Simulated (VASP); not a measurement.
BeTe: single point with LDA

The system is BeTe.

```xyz
2
Lattice="0.0000 2.5484 2.8808 2.5484 0.0000 2.8808 2.5484 2.5484 0.0000" Properties=species:S:1:pos:R:3 pbc="T T T"
Be    0.0000    0.0000    0.0000
Te    3.8226    3.8226    4.3212
```

This cell differs from its parent crystal: strain -0.080 along x and y, +0.040 along z.

- Program: VASP 6.6.1
- Task: single point
- Functional: LDA
- Potentials or basis: VASP PAW LDA potentials, release 64 (Be, Te)
- Cutoff: 520 eV
- k mesh: 8 × 8 × 8
- Occupations: gaussian, width 0.05 eV
- Spin: no spin polarisation

| Quantity | Value |
| --- | --- |
| Pressure | 11.7 GPa |
| Band gap on the k mesh | 0.78 eV, indirect (least direct gap 3.10 eV) |

Stress tensor (GPa, compression positive):
```
15.26  0.00  0.00
 0.00 15.26  0.00
 0.00  0.00  4.49
```

Levels at points of the mesh, in eV from the valence-band top:
```
           k point  band 1  band 2  band 3  band 4  band 5  band 6  band 7  band 8  band 9
(0.00, 0.00, 0.00)  -13.92   -0.97    0.00    0.00    3.10    3.10    3.38    4.66    8.20
(0.50, 0.00, 0.00)  -12.08   -7.06   -2.43   -1.06    2.41    4.59    4.65    7.38   10.71
(0.50, 0.50, 0.00)  -11.90   -6.89   -2.96   -2.96    1.88    2.78   10.27   10.27   11.19
(0.50, 0.00, 0.50)  -11.16   -6.14   -4.10   -3.81    0.78    1.77    9.29    9.97   11.45
```

It took 23 s on 1 thread of Intel(R) Xeon(R) Platinum 8488C (Sapphire Rapids), on a shared host, peak memory 0.16 GiB.

Caveat: the cell differs from its parent crystal (strain -0.080 along x and y, +0.040 along z); spin-orbit coupling is left out, which moves the levels of the heavy elements. A k mesh can miss the band edges.
